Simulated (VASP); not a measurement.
Here is a VASP 6.6.1 calculation.

POSCAR

```
NiO
1.0
    0.0000000000      2.2406300000      2.2406300000
    2.2406300000      0.0000000000      2.2406300000
    2.2406300000      2.2406300000      0.0000000000
Ni O
1 1
Direct
    0.0000000000      0.0000000000      0.0000000000
    0.7500000000      0.7500000000      0.7500000000
```

INCAR.step1

```
SYSTEM = NiO
PREC = Accurate
ENCUT = 520
EDIFF = 1E-5
ISMEAR = -1
SIGMA = 0.05
LREAL = .FALSE.
LASPH = .TRUE.
NELM = 150
ALGO = Normal
ISIF = 2
LWAVE = .TRUE.
LCHARG = .FALSE.
ISPIN = 2
MAGMOM = 1 0
LORBIT = 11
LMAXMIX = 4
NBANDS = 19
GGA = PE
```

File INCAR.step2:

```
SYSTEM = NiO
PREC = Accurate
ENCUT = 520
EDIFF = 1E-6
ISMEAR = -1
SIGMA = 0.05
LREAL = .FALSE.
LASPH = .TRUE.
NELM = 150
ALGO = Normal
ISIF = 2
LWAVE = .FALSE.
LCHARG = .FALSE.
ISPIN = 2
MAGMOM = 1 0
LORBIT = 11
LMAXMIX = 4
GGA = PS
LHFCALC = .TRUE.
AEXX = 0.25
HFSCREEN = 0.207
PRECFOCK = Normal
NBANDS = 19
ISTART = 1
```

The input KPOINTS:

```
Automatic mesh
0
G
  5 5 5
  0 0 0
```

Potentials or basis: VASP PAW PBE potentials, release 64 (Ni, O).

Launch:

```sh
$ cat potpaw_PBE.64/Ni/POTCAR potpaw_PBE.64/O/POTCAR > POTCAR
$ cp INCAR.step1 INCAR
$ mpirun -np 1 vasp_std > vasp.out
$ cp INCAR.step2 INCAR
$ mpirun -np 1 vasp_std > vasp.out
```

(1) What does it give for the pressure?

(2) What does it give for the site moments?

## Answers

(1) -8.8 GPa.

(2) Ni +1.64; O +0.35 μB.

Caveat: the k points lie up to 0.49 Å⁻¹ apart, too coarse for converged energies and pressures of a metal; the PAW data sets were made with another functional, which shifts forces and pressure a little; a cell with one magnetic atom can't hold antiferromagnetic order, which such compounds often take.
